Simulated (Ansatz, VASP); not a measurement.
Au: VASP beside Ansatz

```
CELL_PARAMETERS angstrom
-1.61584 1.61584 1.65727
1.61584 -1.61584 1.65727
1.61584 1.61584 -1.65727
ATOMIC_POSITIONS crystal
Au 0.00000 0.00000 0.00000
```

Change from the starting cell: strain -0.025 along x and y, +0.000 along z, atoms carried along.

Alike in both runs: task single point; functional PBEsol; k mesh 20 × 20 × 20; occupations gaussian, width 0.15 eV; no spin polarisation.

|  | VASP | Ansatz |
| --- | --- | --- |
| version | VASP 6.6.1 | Ansatz 0.2.0 |
| potentials or method | VASP PAW PBE potentials, release 64 (Au), cutoff 520 eV | scalar-relativistic, plane waves, PAW |
| valence electrons in the cell | 11 | 19 |

```csv
,VASP,Ansatz,Ansatz less VASP
gap on the k mesh at the Fermi level (eV),none,none,-
pressure (GPa),-2.8,-2.5,+0.24
```

VASP's potentials were made for PBE, not for PBEsol. A gap of «none» marks a metal or a gap that the smearing closes. The functional is the same, so the differences come from potentials, cutoffs and numerics. VASP's potentials hold 11 valence electrons a cell and Ansatz's 19, so a difference there can come from the potentials and not from the codes.

Spin-orbit coupling is off throughout.
